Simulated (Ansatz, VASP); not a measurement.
## SrTiO3 in VASP and in Ansatz

```xyz
5
Lattice="3.8788 0.0000 0.0000 0.0000 3.8788 0.0000 0.0000 0.0000 3.8788" Properties=species:S:1:pos:R:3 pbc="T T T"
Sr    0.0000    0.0000    0.0000
Ti    1.9394    1.9394    1.9394
O     0.0000    1.9394    1.9394
O     1.9394    0.0000    1.9394
O     1.9394    1.9394    0.0000
```

Change from the starting cell: volume scaled by 0.98, crystal datasets.

Alike in both runs: task electric field gradients; functional PBE; k mesh 7 × 7 × 7; occupations fermi-dirac, width 0.05 eV; no spin polarisation.

|  | VASP | Ansatz |
| --- | --- | --- |
| version | VASP 6.6.1 | Ansatz 0.2.0 |
| potentials or method | VASP PAW PBE potentials, release 64 (Sr_sv, Ti_sv, O), cutoff 520 eV | all-electron PAW with datasets made for the crystal, scalar-relativistic |

Ansatz gave:

```
gap on the k mesh at the Fermi level (eV)            : 1.99
pressure (GPa)                                       : 8.3
size of Vzz on the site where it differs most (V/Å²) : 10.2
```

**Question.** Which values does VASP return?

**Answer.** gap on the k mesh at the Fermi level (eV): 1.96; pressure (GPa): 9.0; size of Vzz on the site where it differs most (V/Å²): 9.4.

Ansatz ran all-electron here, and VASP with PAW potentials.
